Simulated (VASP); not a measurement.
Here is a VASP 6.6.1 calculation.

File INCAR:

```
PREC = Accurate
ENCUT = 690
EDIFF = 1E-6
ISMEAR = 0
SIGMA = 0.1
LREAL = False
LASPH = True
NELM = 120
ALGO = Normal
ISIF = 2
LWAVE = False
LCHARG = True
GGA = PE
LELF = True
LVHAR = True
NBANDS = 23
GGA_COMPAT = False
```

Contents of KPOINTS:

```
regular mesh
0
Gamma
  21 21 12
```

POSCAR

```
Fe
1.0
    2.5099859294      0.0000000000      0.0000000000
   -1.2549929647      2.1737115780      0.0000000000
    0.0000000000      0.0000000000      3.9628045648
Fe
2
Direct
    0.3333333333      0.6666666667      0.2500000000
    0.6666666667      0.3333333333      0.7500000000
```

Potentials or basis: VASP PAW PBE potentials, release 64 (Fe_sv).

Run with:

```bash
$ cat potpaw_PBE.64/Fe_sv/POTCAR > POTCAR
$ mpirun -np 1 vasp_std > vasp.out
```

(1) Estimate the band gap on the k mesh.

(2) What does it give for the pressure?

Answers

(1) zero (bands 16 and 17 overlap by 1.73 eV).

(2) -16.4 GPa.

Caveat: the cell stands under tension; the run has no spin polarisation, though such a crystal can be magnetic.
